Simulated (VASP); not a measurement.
# Ir (Fmmm) in VASP: notebook

Ir is run at these levels: PBEsol; tasks: single point.

Everything below comes from runs of VASP 6.6.1. Logs are shortened: lines on timing, memory, paths and dates and some standing lists are left out, and cuts for length are marked.

### 1 The cell of the first run

The structure is orthorhombic, space group Fmmm (No. 69). Conventional cell: a = 2.671 Å, b = 4.568 Å, c = 9.747 Å, α = 90.00°, β = 90.00°, γ = 90.00°. Ir (site symmetry mm2) has 11 Ir at 2.50 to 3.30 Å within 3.3 Å.

### 2 Single point, PBEsol

Contents of INCAR:

```
SYSTEM = Ir
PREC = Accurate
ENCUT = 520
EDIFF = 1E-6
ISMEAR = 0
SIGMA = 0.1
LREAL = .FALSE.
LASPH = .TRUE.
NELM = 100
ALGO = Normal
ISIF = 2
LWAVE = .FALSE.
LCHARG = .FALSE.
GGA = PS
NBANDS = 26
```

Contents of KPOINTS:

```
regular mesh
0
G
  6 6 4
  0 0 0
```

Contents of POSCAR:

```
Ir
1.0
    1.3352706618     -4.8735944661      0.0000000000
    1.3352706618      4.8735944661      0.0000000000
    0.0000000000      0.0000000000      4.5679501593
Ir
4
Direct
    0.1281421066      0.8718578934      1.0000015961
    0.6281421066      0.3718578934      0.4999984039
    0.8718578934      0.1281421066     -0.0000015961
    0.3718578934      0.6281421066      0.5000015961
```

Potentials or basis: VASP PAW PBE potentials, release 64 (Ir).

Run with:

```sh
$ cat potpaw_PBE.64/Ir/POTCAR > POTCAR
$ mpirun -np 1 vasp_std > vasp.out
```

OUTCAR:

```text
SYSTEM = Ir
   PREC = Accurate
   ENCUT = 520
   EDIFF = 1E-6
   ISMEAR = 0
   LREAL = .FALSE.
   LASPH = .TRUE.
   NELM = 100
   ISIF = 2
   GGA = PS

 ion  position               nearest neighbor table
   1  0.128  0.872  0.000-   3 2.50   2 2.65   2 2.65   2 2.65   2 2.65   3 2.73   3 2.73   4 3.30
                             4 3.30
   2  0.628  0.372  0.500-   4 2.50   1 2.65   1 2.65   1 2.65   1 2.65   4 2.73   4 2.73   3 3.30
                             3 3.30
   3  0.872  0.128  1.000-   1 2.50   4 2.65   4 2.65   4 2.65   4 2.65   1 2.73   1 2.73   2 3.30
                             2 3.30
   4  0.372  0.628  0.500-   2 2.50   3 2.65   3 2.65   3 2.65   3 2.65   2 2.73   2 2.73   1 3.30
                             1 3.30

  LATTYP: Found a base centered orthorhombic cell.
 ALAT       =     2.6705413236
 B/A-ratio  =     3.6498925690
 C/A-ratio  =     1.7104959653

  Lattice vectors:

 A1 = (   1.3352706618,  -4.8735944661,   0.0000000000)
 A2 = (   1.3352706618,   4.8735944661,   0.0000000000)
 A3 = (   0.0000000000,   0.0000000000,   4.5679501593)

Analysis of symmetry for initial positions (statically):
=====================================================================
 Subroutine PRICEL returns following result:

  LATTYP: Found a face centered orthorhombic cell.
 ALAT       =     2.6705413238
 B/A-ratio  =     1.7104959652
 C/A-ratio  =     3.6498925688

  Lattice vectors:

 A1 = (   0.0000000000,  -4.8735944661,   2.2839604978)
 A2 = (   1.3352706618,  -4.8735944661,  -0.0000291636)
 A3 = (   1.3352706618,   0.0000000000,   2.2839604978)

   2 primitive cells build up your supercell.

 Routine SETGRP: Setting up the symmetry group for a
 base centered orthorhombic supercell.

 Subroutine GETGRP returns: Found  8 space group operations
 (whereof  8 operations were pure point group operations)
 out of a pool of  8 trial point group operations.

The static configuration has the point symmetry D_2h.

Analysis of symmetry for dynamics (positions and initial velocities):
=====================================================================
 Subroutine PRICEL returns following result:

  LATTYP: Found a face centered orthorhombic cell.
 ALAT       =     2.6705413238
 B/A-ratio  =     1.7104959652
 C/A-ratio  =     3.6498925688

  Lattice vectors:

 A1 = (   0.0000000000,  -4.8735944661,   2.2839604978)
 A2 = (   1.3352706618,  -4.8735944661,  -0.0000291636)
 A3 = (   1.3352706618,   0.0000000000,   2.2839604978)

   2 primitive cells build up your supercell.

 Routine SETGRP: Setting up the symmetry group for a
 base centered orthorhombic supercell.

 Subroutine GETGRP returns: Found  8 space group operations
 (whereof  8 operations were pure point group operations)
 out of a pool of  8 trial point group operations.

The dynamic configuration has the point symmetry D_2h.

 Subroutine INISYM returns: Found  8 space group operations
 (whereof  8 operations are pure point group operations),
 and found     2 'primitive' translations

----------------------------------------------------------------------------------------

                                     Primitive cell

  volume of cell :      29.7262

  direct lattice vectors                    reciprocal lattice vectors
     0.000000000 -4.873594466  2.283960498    -0.374453526 -0.102594337  0.218916574
     1.335270662 -4.873594466 -0.000029164     0.374453526 -0.102593027 -0.218916574
     1.335270662  0.000000000  2.283960498     0.374458308  0.102593027  0.218916574

  length of vectors
     5.382229889  5.053204009  2.645642322     0.445719091  0.445718789  0.445722806

  position of ions in fractional coordinates (direct lattice)
     0.128144521  0.128139692  0.871860308
     0.871861864  0.871853923  0.128146077

  ion indices of the primitive-cell ions
   primitive index   ion index
                 1           1
                 2           3

----------------------------------------------------------------------------------------

 KPOINTS: regular mesh

Automatic generation of k-mesh.
 Grid dimensions read from file:
 generate k-points for:    6    6    4

 Generating k-lattice:

  Cartesian coordinates                     Fractional coordinates (reciprocal lattice)
     0.062409319 -0.017098947  0.000000000     0.166666667  0.000000000  0.000000000
     0.062409319  0.017098947  0.000000000     0.000000000  0.166666667  0.000000000
     0.000000000  0.000000000  0.054729144     0.000000000  0.000000000  0.250000000

  Length of vectors
     0.064709328  0.064709328  0.054729144

  Shift w.r.t. Gamma in fractional coordinates (k-lattice)
     0.000000000  0.000000000  0.000000000

 Subroutine IBZKPT returns following result:
 ===========================================

 Found     39 irreducible k-points:

 Following reciprocal coordinates:
            Coordinates               Weight
  0.000000  0.000000  0.000000      1.000000
  0.166667 -0.000000  0.000000      4.000000
  0.333333  0.000000  0.000000      4.000000
  0.500000 -0.000000  0.000000      2.000000
  0.166667  0.166667  0.000000      2.000000
  0.333333  0.166667  0.000000      4.000000
[... 16 lines left out ...]
  0.333333  0.333333  0.250000      4.000000
  0.500000  0.333333  0.250000      8.000000
 [... further k-points ...]
   k-points           NKPTS =     39   k-points in BZ     NKDIM =     39   number of bands    NBANDS=     26
   number of dos      NEDOS =    301   number of ions     NIONS =      4
   total plane-waves  NPLWV =  57600
   dimension x,y,z NGX =    40 NGY =   40 NGZ =   36
   dimension x,y,z NGXF=    80 NGYF=   80 NGZF=   72
   ions per type =               4
   NGX,Y,Z   is equivalent  to a cutoff of  13.16, 13.16, 13.10 a.u.
   NGXF,Y,Z  is equivalent  to a cutoff of  26.32, 26.32, 26.20 a.u.
 SYSTEM =  Ir
   PREC   = accura    normal or accurate (medium, high low for compatibility)
   ISTART =      0    job   : 0-new  1-cont  2-samecut
   ICHARG =      2    charge: 1-file 2-atom 10-const
   ISPIN  =      1    spin polarized calculation?
   LNONCOLLINEAR =      F non collinear calculations
   LSORBIT =      F    spin-orbit coupling
   LASPH  =      T    aspherical Exc in radial PAW
   ENCUT  =  520.0 eV  38.22 Ry    6.18 a.u.   9.40  9.40  8.49*2*pi/ulx,y,z
   NELM   =    100;   NELMIN=  2; NELMDL= -5     # of ELM steps
   EDIFF  = 0.1E-05   stopping-criterion for ELM
   LREAL  =      F    real-space projection
   EDIFFG = 0.1E-04   stopping-criterion for IOM
   NSW    =      0    number of steps for IOM
   IBRION =     -1    ionic relax: 0-MD 1-quasi-New 2-CG
   NFREE  =      0    steps in history (QN), initial steepest desc. (CG)
   ISIF   =      2    stress and relaxation
   ISYM   =      2    0-nonsym 1-usesym 2-fastsym
   POTIM  = 0.5000    time-step for ionic-motion
   TEBEG  =    0.0;   TEEND  =   0.0 temperature during run
   PSTRESS=    0.0 pullay stress
   NELECT =      36.0000    total number of electrons
   NUPDOWN=      -1.0000    fix difference up-down
   EMIN   =  10.00;   EMAX   =-10.00  energy-range for DOS
   EFERMI =   0.00;   METHOD = LEGACY
   ISMEAR =     0;   SIGMA  =   0.10  broadening in eV -4-tet -1-fermi 0-gaus
   EFERMI_NEDOS =   21; number of points for ismear=-14 and -15
   IALGO  =     38    algorithm
   IMIX   =      4    mixing-type and parameters
     AMIX     =   0.40;   BMIX     =  1.00
     AMIX_MAG =   1.60;   BMIX_MAG =  1.00
  volume/ion in A,a.u.               =      14.86       100.30
  Fermi-wavevector in a.u.,A,eV,Ry     =   1.385008  2.617286 26.099341  1.918247
  Thomas-Fermi vector in A             =   2.509459
   LORBIT       =      0    0 simple, 1 ext, 2 COOP (PROOUT), +10 PAW based schemes
   GGA     = PS    functional components
   LHFCALC =     F    Hartree Fock is set to
   AEXX    =    0.0000 exact exchange contribution
   IVDW    =     0    specifies the selected vdW correction
   LEPSILON=     F    determine dielectric tensor
   LRPA    =     F    only Hartree local field effects (RPA)
 non-spin polarized calculation
 Gauss-broadening in eV      SIGMA  =   0.10
  energy-cutoff  :      520.00
  volume of cell :       59.45
 maximum number of plane-waves:      1624
 NGX is ok and might be reduce to    40
   NGX = 19   NGY = 19   NGZ = 17

 number of electron      36.0000002 magnetization

 Free energy of the ion-electron system (eV)
  ---------------------------------------------------
  ext. energy  EPLUGINS =         0.00000000
  ---------------------------------------------------
  free energy    TOTEN  =       -37.64372268 eV

  energy without entropy =      -37.62104946  energy(sigma->0) =      -37.63238607

 E-fermi :   9.1303     XC(G=0): -13.7573

 val. band max:        9.1131496139   @ k =   0.0000   0.0000   0.0000
 cond. band min:       9.1315036447   @ k =   0.5000  -0.0000   0.5000
 fundamental gap:      0.0183540308
 Fermi energy:         9.1302509727

 k-point     1 :       0.0000    0.0000    0.0000
  band No.  band energies     occupation
      1      -1.2276      2.00000
      2       1.6971      2.00000
      3       1.7317      2.00000
      4       2.1136      2.00000
      5       2.6062      2.00000
      6       3.4543      2.00000
[... 18 lines left out ...]
     25      14.9525      0.00000
     26      15.3719      0.00000

 k-point     2 :       0.1667   -0.0000    0.0000
  band No.  band energies     occupation
      1      -0.3417      2.00000
      2       2.5570      2.00000
      3       2.5741      2.00000
      4       2.6453      2.00000
      5       3.4667      2.00000
      6       3.7858      2.00000
[... 18 lines left out ...]
     25      15.8011      0.00000
     26      16.7030      0.00000

 k-point     3 :       0.3333    0.0000    0.0000
  band No.  band energies     occupation
      1       1.7492      2.00000
      2       3.6458      2.00000
      3       3.7203      2.00000
      4       3.8200      2.00000
      5       4.1179      2.00000
      6       4.3240      2.00000
[... 18 lines left out ...]
     25      17.0050      0.00000
     26      17.7566      0.00000

 k-point     4 :       0.5000   -0.0000    0.0000
  band No.  band energies     occupation
      1       3.2039      2.00000
      2       3.2039      2.00000
      3       3.4469      2.00000
      4       3.4469      2.00000
      5       4.0814      2.00000
      6       4.0814      2.00000
[... 18 lines left out ...]
     25      17.8792      0.00000
     26      17.8792      0.00000

 k-point     5 :       0.1667    0.1667    0.0000
  band No.  band energies     occupation
      1       1.5742      2.00000
      2       3.6069      2.00000
      3       3.6101      2.00000
      4       3.6996      2.00000
      5       4.4921      2.00000
      6       4.5612      2.00000
[... 18 lines left out ...]
     25      16.6053      0.00000
     26      17.2014      0.00000

 k-point     6 :       0.3333    0.1667    0.0000
  band No.  band energies     occupation
      1       2.8062      2.00000
      2       3.0009      2.00000
      3       3.7755      2.00000
      4       4.0007      2.00000
      5       4.0551      2.00000
      6       4.2147      2.00000
[... 427 lines left out ...]
 k-point    21 :      -0.3333    0.1667    0.2500
  band No.  band energies     occupation
      1       0.6328      2.00000
      2       2.6539      2.00000
      3       2.9247      2.00000
      4       3.1025      2.00000
      5       3.4790      2.00000
      6       4.0383      2.00000
[... 18 lines left out ...]
     25      18.0842      0.00000
     26      18.7536      0.00000

 k-point    22 :      -0.1667    0.1667    0.2500
  band No.  band energies     occupation
      1      -0.3638      2.00000
      2       1.8433      2.00000
      3       2.1568      2.00000
      4       2.6143      2.00000
      5       2.8296      2.00000
      6       3.9080      2.00000
[... 18 lines left out ...]
     25      16.5699      0.00000
     26      17.4795      0.00000

 k-point    23 :       0.3333    0.3333    0.2500
  band No.  band energies     occupation
      1       2.3219      2.00000
      2       2.5692      2.00000
      3       2.8377      2.00000
      4       3.3150      2.00000
      5       3.7095      2.00000
      6       3.9299      2.00000
[... 18 lines left out ...]
     25      15.9230      0.00000
     26      19.7878      0.00000

 k-point    24 :       0.5000    0.3333    0.2500
  band No.  band energies     occupation
      1       1.3249      2.00000
      2       2.1062      2.00000
      3       3.2581      2.00000
      4       3.3698      2.00000
      5       3.5633      2.00000
      6       3.8492      2.00000
[... 18 lines left out ...]
     25      19.2124      0.00000
     26      20.1410      0.00000

 [... further k-points ...]
[... 5 lines left out ...]
  --------------------------------------------------------------------------------------
  -------------------------------------------------------------------------------------
  Total        0.2623027      0.2338238      0.3024269     -0.0000000      0.0000000      0.0000000
  in kB        7.0687606      6.3012862      8.1500631     -0.0000000      0.0000000      0.0000000
  external PRESSURE =       7.1733700 kB  Pullay stress =       0.0000000 kB

 VOLUME and BASIS-vectors are now :
 -----------------------------------------------------------------------------
  energy-cutoff  :      520.00
  volume of cell :       59.45
      direct lattice vectors                 reciprocal lattice vectors
     1.335270662 -4.873594466  0.000000000     0.374455917 -0.102593682  0.000000000
     1.335270662  4.873594466  0.000000000     0.374455917  0.102593682  0.000000000
     0.000000000  0.000000000  4.567950159     0.000000000  0.000000000  0.218916574

 POSITION                                       TOTAL-FORCE (eV/Angst)
 -----------------------------------------------------------------------------------
      1.33527      3.62457      0.00001         0.000000      0.018678      0.000000
      1.33527     -1.24903      2.28397         0.000000      0.018678      0.000000
      1.33527     -3.62457      4.56794         0.000000     -0.018678      0.000000
      1.33527      1.24903      2.28398         0.000000     -0.018678      0.000000
 -----------------------------------------------------------------------------------
    total drift:                               -0.000000     -0.000000      0.000000

  FREE ENERGIE OF THE ION-ELECTRON SYSTEM (eV)
  ---------------------------------------------------
  free  energy   TOTEN  =       -37.6437226773 eV

  energy  without entropy=      -37.6210494593  energy(sigma->0) =      -37.63238607
```

Wall time 52 s (1 thread of Intel Xeon Platinum 8488C (Sapphire Rapids), shared host); peak memory 0.24 GiB.

What came out:

```yaml
Free_energy: -37.6437 eV
Pressure: 0.7 GPa
Largest_force: 0.019 eV/Å
Band_gap_on_the_k_mesh: zero (band 18 reaches 10.96 eV, above the bottom of band 19 at 8.32 eV)
```

Forces on the atoms (eV/Å):
```
Ir   0.000  0.019  0.000
Ir   0.000  0.019  0.000
Ir   0.000 -0.019  0.000
Ir   0.000 -0.019  0.000
```

Stress tensor (GPa, compression positive):
```
0.71 0.00 0.00
0.00 0.63 0.00
0.00 0.00 0.82
```

Levels at points of the mesh, in eV from the Fermi level:
```csv
k point,band 15,band 16,band 17,band 18,band 19,band 20,band 21,band 22
"(0.00, 0.00, 0.00)",-1.03,-0.98,-0.52,-0.49,-0.02,1.04,1.94,2.01
"(0.50, 0.00, 0.00)",-1.40,-1.40,-0.58,-0.58,1.28,1.28,3.76,3.76
"(0.50, 0.50, 0.00)",-1.77,-1.28,-0.48,0.42,1.03,1.67,1.80,2.16
"(0.00, 0.00, 0.50)",-1.09,-1.09,-0.75,-0.75,-0.40,-0.40,-0.25,-0.25
"(0.50, 0.00, 0.50)",0.00,0.00,1.83,1.83,1.97,1.97,3.29,3.29
"(0.50, 0.50, 0.50)",-1.37,-1.37,-1.04,-1.04,-0.66,-0.66,-0.51,-0.51
```

Caveat: the k points lie up to 0.41 Å⁻¹ apart; the PAW data sets were made with another functional, which shifts forces and pressure a little; spin-orbit coupling is left out, which moves the levels of the heavy elements.

(Part 1 of 2 ends here.)
